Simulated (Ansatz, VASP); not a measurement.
## Na2S: VASP beside Ansatz

The input INCAR:

```
SYSTEM = Na2S
ALGO = Normal ; EDIFF = 1E-6
ENCUT = 500 ; GGA = PS
GGA_COMPAT = .False. ; ISIF = 2
ISMEAR = 0 ; LASPH = .True.
LCHARG = .False. ; LREAL = .False.
LWAVE = .False. ; NBANDS = 17
NELM = 120 ; PREC = Accurate
SIGMA = 0.01
```

The input KPOINTS:

```
k-points
0
Gamma
  6 6 6
  0 0 0
```

Contents of POSCAR:

```
Na2S
1.0
    0.0000000000      3.2735000000      3.2735000000
    3.2735000000      0.0000000000      3.2735000000
    3.2735000000      3.2735000000      0.0000000000
Na S
2 1
Direct
    0.2500000000      0.2500000000      0.2500000000
    0.7500000000      0.7500000000      0.7500000000
    0.0000000000      0.0000000000      0.0000000000
```

Input for Ansatz:

```yaml
crystal:
  lattice:
    - [0.0, 3.2735, 3.2735]
    - [3.2735, 0.0, 3.2735]
    - [3.2735, 3.2735, 0.0]
  atoms:
    - { symbol: Na, position: [0.25, 0.25, 0.25] }
    - { symbol: Na, position: [0.75, 0.75, 0.75] }
    - { symbol: S, position: [0.0, 0.0, 0.0] }
basis:
  ecutwfc: 475.0
kpoints:
  mp_grid:
    grid: [6, 6, 6]
hamiltonian:
  xc: pbesol
scf:
  occupations:
    method: fixed
output:
  eigenvalues: true
```

Alike in both runs: task single point; functional PBEsol; k mesh 6 × 6 × 6; no spin polarisation.

```csv
,VASP,Ansatz
version,VASP 6.6.1,Ansatz 0.2.0
potentials or method,"VASP PAW PBE potentials, release 64 (Na_pv, S), cutoff 500 eV","plane waves, PAW"
occupations,"gaussian, width 0.01 eV",fixed
valence electrons in the cell,20,24
```

|  | VASP | Ansatz | Ansatz less VASP |
| --- | --- | --- | --- |
| gap on the k mesh at the Fermi level (eV) | 2.36 | 2.36 | +0.004 |

VASP's potentials were made for PBE, not for PBEsol. VASP's potentials hold 20 valence electrons a cell and Ansatz's 24, so a difference there can come from the potentials and not from the codes.
